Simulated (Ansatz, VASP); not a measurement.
Ir in VASP and in Ansatz

```
Ir
1.0
     0.00000    1.96769    1.82371
     1.96769    0.00000    1.82371
     1.96769    1.96769    0.00000
Ir
1
Direct
  0.00000 0.00000 0.00000
```

Change from the starting cell: strain +0.025 along x and y, -0.050 along z, atoms carried along.

Alike in both runs: task single point; functional r2SCAN; k mesh 22 × 22 × 22; occupations gaussian, width 0.15 eV; no spin polarisation.

|  | VASP | Ansatz |
| --- | --- | --- |
| version | VASP 6.6.1 | Ansatz 0.2.0 |
| potentials or method | VASP PAW PBE potentials, release 64 (Ir), cutoff 520 eV | scalar-relativistic, plane waves, PAW |
| valence electrons in the cell | 9 | 17 |

VASP gave:

| Quantity | Value |
| --- | --- |
| gap on the k mesh at the Fermi level (eV) | none |
| pressure (GPa) | 6.1 |
| traceless stress, the component that is largest in VASP (GPa) | 18.37 |

What did Ansatz give for the same quantities?

gap on the k mesh at the Fermi level (eV): none; pressure (GPa): 3.5; traceless stress, the component that is largest in VASP (GPa): 18.36.

VASP's potentials were made for PBE, not for r2SCAN. A gap of «none» marks a metal or a gap that the smearing closes. VASP's potentials hold 9 valence electrons a cell and Ansatz's 17, so a difference there can come from the potentials and not from the codes.

Spin-orbit coupling is off throughout.
